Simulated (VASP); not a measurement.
Set up this calculation in VASP 6.6.1, as the native input.

- Task: single point
- Functional: PBE
- Potentials or basis: VASP PAW PBE potentials, release 64 (In_d, Te, O)
- Cutoff: 520 eV
- k mesh: 10 × 10 × 6
- Occupations: gaussian, width 0.1 eV
- Spin: no spin polarisation
- Dipole correction: no
- Further INCAR settings: ALGO = Normal; EDIFF = 1e-06; NBANDS = 30

The structure of In2TeO2 lies in POSCAR:

```
In2TeO2
1.0
    4.1114226852      0.0000000000      0.0000000000
    0.0000000000      4.1114226852      0.0000000000
    0.0000000000      0.0000000000      6.6857981659
In Te O
2 1 2
Direct
    0.0000000000      0.0000000000      0.5000000000
    0.0000000000      0.0000000000      0.0000000000
    0.5000000000      0.5000000000      0.5000000000
    0.5000000000      0.5000000000      0.8005209237
    0.5000000000      0.5000000000      0.1994790763
```

The cell was built from a structure type or drawn by symmetry, and may not be a known phase.

These files were run (other wordings do the same):

INCAR

```
SYSTEM = In2TeO2
PREC     = Accurate       ! precision mode
ENCUT    = 520            ! plane-wave cutoff, eV
EDIFF    = 1E-6           ! SCF threshold, eV
ISMEAR   = 0              ! smearing method
SIGMA    = 0.1            ! smearing width, eV
LREAL    = .False.        ! projectors in reciprocal space
LASPH    = .True.         ! aspherical terms in the spheres
NELM     = 80             ! most SCF steps
ALGO     = Normal         ! electronic algorithm
ISIF     = 2              ! what is computed and relaxed
LWAVE    = .False.        ! write WAVECAR
LCHARG   = .False.        ! write CHGCAR
GGA      = PE             ! functional
NBANDS   = 30             ! bands
```

KPOINTS

```
regular mesh
0
Gamma
  10 10 6
  0 0 0
```

Potentials or basis: VASP PAW PBE potentials, release 64 (In_d, Te, O).

The run is started by

```console
$ cat potpaw_PBE.64/In_d/POTCAR potpaw_PBE.64/Te/POTCAR potpaw_PBE.64/O/POTCAR > POTCAR
$ mpirun -np 1 vasp_std > vasp.out
```

Results of the run:

```yaml
Pressure: 0.0 GPa
Largest_force: 0.024 eV/Å
Band_gap_on_the_k_mesh: zero (bands 22 and 23 overlap by 1.88 eV)
```

Caveat: spin-orbit coupling is left out, which moves the levels of the heavy elements.

It took 4.9 min on 1 thread of Intel Xeon 8259CL (shared host), peak memory 0.4 GiB.
